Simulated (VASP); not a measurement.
# SrMg3O4 (P4/mmm) in VASP: notebook, part 2 of 2

VASP 6.6.1. Earlier steps stand in the parts before.

**3. Relaxation of cell and atoms, PBEsol**

This run uses another cell than the first one, of 12.23 Å³/atom, 1.039 times its volume.

Input file INCAR:

```
SYSTEM = SrMg3O4
PREC = Accurate
ENCUT = 600
EDIFF = 1E-7
ISMEAR = 0
SIGMA = 0.02
LREAL = .False.
LASPH = .True.
NELM = 100
ALGO = Normal
ISIF = 3
LWAVE = .False.
LCHARG = .False.
GGA = PS
IBRION = 2
NSW = 100
EDIFFG = -0.005
```

Input file KPOINTS:

```
Automatic mesh
0
Gamma
  8 8 4
  0 0 0
```

Input file POSCAR:

```
SrMg3O4
1.0
    3.3014960000      0.0000000000      0.0000000000
    0.0000000000      3.3014960000      0.0000000000
    0.0000000000      0.0000000000      8.9796080000
Sr Mg O
1 3 4
Direct
    0.0000000000      0.0000000000      0.0000000000
    0.5000000000      0.5000000000      0.7276530000
    0.0000000000      0.0000000000      0.5000000000
    0.5000000000      0.5000000000      0.2723470000
    0.0000000000      0.0000000000      0.2749840000
    0.5000000000      0.5000000000      0.0000000000
    0.0000000000      0.0000000000      0.7250160000
    0.5000000000      0.5000000000      0.5000000000
```

Potentials or basis: VASP PAW PBE potentials, release 64 (Sr_sv, Mg, O).

Run with:

```sh
> cat potpaw_PBE.64/Sr_sv/POTCAR potpaw_PBE.64/Mg/POTCAR potpaw_PBE.64/O/POTCAR > POTCAR
> mpirun -np 1 vasp_std > vasp.out
```

OUTCAR:

```text
SYSTEM = SrMg3O4
   PREC = Accurate
   ENCUT = 600
   EDIFF = 1E-7
   ISMEAR = 0
   LREAL = .False.
   LASPH = .True.
   NELM = 100
   ISIF = 3
   GGA = PS
   IBRION = 2
   NSW = 100
   EDIFFG = -0.005

 ion  position               nearest neighbor table
   1  0.000  0.000  0.000-   6 2.33   6 2.33   6 2.33   6 2.33   7 2.47   5 2.47   4 3.38   4 3.38
                             2 3.38   4 3.38   2 3.38   2 3.38   4 3.38   2 3.38
   2  0.500  0.500  0.728-   8 2.04   7 2.33   7 2.33   7 2.33   7 2.33   6 2.45   3 3.10   3 3.10
                             3 3.10   3 3.10   1 3.38   1 3.38   1 3.38   1 3.38
   3  0.000  0.000  0.500-   5 2.02   7 2.02   8 2.33   8 2.33   8 2.33   8 2.33   4 3.10   4 3.10
                             2 3.10   4 3.10   2 3.10   2 3.10   4 3.10   2 3.10
   4  0.500  0.500  0.272-   8 2.04   5 2.33   5 2.33   5 2.33   5 2.33   6 2.45   3 3.10   3 3.10
                             3 3.10   3 3.10   1 3.38   1 3.38   1 3.38   1 3.38
   5  0.000  0.000  0.275-   3 2.02   4 2.33   4 2.33   4 2.33   4 2.33   1 2.47
   6  0.500  0.500  0.000-   1 2.33   1 2.33   1 2.33   1 2.33   4 2.45   2 2.45
   7  0.000  0.000  0.725-   3 2.02   2 2.33   2 2.33   2 2.33   2 2.33   1 2.47
   8  0.500  0.500  0.500-   2 2.04   4 2.04   3 2.33   3 2.33   3 2.33   3 2.33

  LATTYP: Found a simple tetragonal cell.
 ALAT       =     3.3014960000
 C/A-ratio  =     2.7198603300

  Lattice vectors:

 A1 = (   3.3014960000,   0.0000000000,   0.0000000000)
 A2 = (   0.0000000000,   3.3014960000,   0.0000000000)
 A3 = (   0.0000000000,   0.0000000000,   8.9796080000)

Analysis of symmetry for initial positions (statically):
=====================================================================
 Subroutine PRICEL returns:
 Original cell was already a primitive cell.

 Routine SETGRP: Setting up the symmetry group for a
 simple tetragonal supercell.

 Subroutine GETGRP returns: Found 16 space group operations
 (whereof 16 operations were pure point group operations)
 out of a pool of 16 trial point group operations.

The static configuration has the point symmetry D_4h.

Analysis of symmetry for dynamics (positions and initial velocities):
=====================================================================
 Subroutine PRICEL returns:
 Original cell was already a primitive cell.
[... 154 lines left out ...]
  energy-cutoff  :      600.00
  volume of cell :       97.88
 maximum number of plane-waves:      3292
 NGX is ok and might be reduce to    28
   NGX = 13   NGY = 13   NGZ = 35

--------------------------------------- Ionic step        1  -------------------------------------------

 number of electron      40.0000017 magnetization

 Free energy of the ion-electron system (eV)
  ---------------------------------------------------
  ext. energy  EPLUGINS =         0.00000000
  ---------------------------------------------------
  free energy    TOTEN  =       -48.09238688 eV

  energy without entropy =      -48.09238688  energy(sigma->0) =      -48.09238688

------------------------ aborting loop because EDIFF is reached ----------------------------------------

  FORCE on cell =-STRESS in cart. coord.  units (eV):
  Direction    XX          YY          ZZ          XY          YZ          ZX
  --------------------------------------------------------------------------------------
  -------------------------------------------------------------------------------------
  Total       -2.5346678     -2.5346678     -2.9539208      0.0000000      0.0000000     -0.0000000
  in kB      -41.4908854    -41.4908854    -48.3537874      0.0000000      0.0000000     -0.0000000
  external PRESSURE =     -43.7785194 kB  Pullay stress =       0.0000000 kB
[... 323 lines left out ...]
--------------------------------------- Ionic step        9  -------------------------------------------

 number of electron      40.0000009 magnetization

 Free energy of the ion-electron system (eV)
  ---------------------------------------------------
  ext. energy  EPLUGINS =         0.00000000
  ---------------------------------------------------
  free energy    TOTEN  =       -48.14221393 eV

  energy without entropy =      -48.14221393  energy(sigma->0) =      -48.14221393

 E-fermi :   3.0648     XC(G=0): -10.7125

 val. band max:        2.9736049385   @ k =   0.5000   0.5000   0.0000
 cond. band min:       5.1411453017   @ k =   0.0000   0.0000   0.0000
 fundamental gap:      2.1675403632
 Fermi energy:         3.0648148366

 k-point     1 :       0.0000    0.0000    0.0000
  band No.  band energies     occupation
      1     -28.6992      2.00000
      2     -14.3433      2.00000
      3     -14.1460      2.00000
      4     -13.3370      2.00000
      5     -12.9952      2.00000
      6     -10.7123      2.00000
[... 661 lines left out ...]
     24       9.5266      0.00000
     25      10.1076      0.00000

 [... further k-points ...]

------------------------ aborting loop because EDIFF is reached ----------------------------------------

  FORCE on cell =-STRESS in cart. coord.  units (eV):
  Direction    XX          YY          ZZ          XY          YZ          ZX
  --------------------------------------------------------------------------------------
  -------------------------------------------------------------------------------------
  Total        0.0093453      0.0093453     -0.0168397      0.0000000     -0.0000000      0.0000000
  in kB        0.1587272      0.1587272     -0.2860167      0.0000000     -0.0000000      0.0000000
  external PRESSURE =       0.0104793 kB  Pullay stress =       0.0000000 kB
[... 23 lines left out ...]
  FREE ENERGIE OF THE ION-ELECTRON SYSTEM (eV)
  ---------------------------------------------------
  free  energy   TOTEN  =       -48.1422139347 eV

  energy  without entropy=      -48.1422139347  energy(sigma->0) =      -48.14221393

 reached required accuracy - stopping structural energy minimisation
```

CONTCAR:

```text
SrMg3O4
   1.00000000000000
     3.2607310495606918    0.0000000000000000   -0.0000000000000000
    -0.0000000000000000    3.2607310495606918   -0.0000000000000000
     0.0000000000000000   -0.0000000000000000    8.8720495188616599
  Sr              Mg              O
     1     3     4
Direct
     0.0000000000000000    0.0000000000000000    1.0000000000000000
     0.5000000000000000    0.5000000000000000    0.7278212592696460
     0.0000000000000000    0.0000000000000000    0.5000000000000000
     0.5000000000000000    0.5000000000000000    0.2721787407303539
     0.0000000000000000    1.0000000000000000    0.2749375141720814
     0.5000000000000000    0.5000000000000000    1.0000000000000000
     0.0000000000000000    0.0000000000000000    0.7250624858279185
     0.5000000000000000    0.5000000000000000    0.5000000000000000

  0.00000000E+00  0.00000000E+00  0.00000000E+00
  0.00000000E+00  0.00000000E+00  0.00000000E+00
  0.00000000E+00  0.00000000E+00  0.00000000E+00
  0.00000000E+00  0.00000000E+00  0.00000000E+00
  0.00000000E+00  0.00000000E+00  0.00000000E+00
  0.00000000E+00  0.00000000E+00  0.00000000E+00
  0.00000000E+00  0.00000000E+00  0.00000000E+00
  0.00000000E+00  0.00000000E+00  0.00000000E+00
```

It took 10 min on 1 thread of Intel Xeon Platinum 8488C (Sapphire Rapids), shared host; peak memory 0.32 GiB.

What came out:

* Free energy: -48.1422 eV
* Relaxed volume: 11.79 Å³/atom
* Relaxed cell: a = 3.261 Å, b = 3.261 Å, c = 8.872 Å, α = 90.00°, β = 90.00°, γ = 90.00°
* Space group after relaxing (to 0.05 Å): P4/mmm (No. 123)
* Energy gained by relaxing: 6.2 meV/atom
* Ionic steps: 9
* Pressure after relaxing: 0.0 GPa
* Largest force after relaxing: 0.005 eV/Å
* Band gap on the k mesh: 2.17 eV, indirect (least direct gap 2.44 eV)

Forces on the atoms (eV/Å):
```
Sr   0.000  0.000  0.000
Mg   0.000  0.000  0.005
Mg   0.000  0.000  0.000
Mg   0.000  0.000 -0.005
O    0.000  0.000  0.002
O    0.000  0.000  0.000
O    0.000  0.000 -0.002
O    0.000  0.000  0.000
```

The path:
```tsv
step	energy change (eV)	largest force (eV/Å)	pressure (GPa)	volume (Å³)
1	0.0000	0.1172	-4.38	97.88
2	-0.0421	0.1538	1.74	93.22
3	-0.0491	0.0752	-0.05	94.45
4	-0.0497	0.0255	-0.01	94.37
5	-0.0497	0.0322	0.00	94.35
6	-0.0498	0.0074	0.00	94.34
7	-0.0498	0.0091	0.00	94.34
8	-0.0498	0.0092	0.00	94.34
9	-0.0498	0.0049	0.00	94.33
```

Final structure:
```yaml
crystal:
  lattice:
    - [3.26073, 0.00000, 0.00000]
    - [0.00000, 3.26073, 0.00000]
    - [0.00000, 0.00000, 8.87205]
  atoms:
    - { symbol: Sr, position: [0.00000, 0.00000, 0.00000] }
    - { symbol: Mg, position: [0.50000, 0.50000, 0.72782] }
    - { symbol: Mg, position: [0.00000, 0.00000, 0.50000] }
    - { symbol: Mg, position: [0.50000, 0.50000, 0.27218] }
    - { symbol: O, position: [0.00000, 0.00000, 0.27494] }
    - { symbol: O, position: [0.50000, 0.50000, 0.00000] }
    - { symbol: O, position: [0.00000, 0.00000, 0.72506] }
    - { symbol: O, position: [0.50000, 0.50000, 0.50000] }
```

Caveat: the PAW data sets were made with another functional, which shifts forces and pressure a little. A k mesh can miss the band edges.
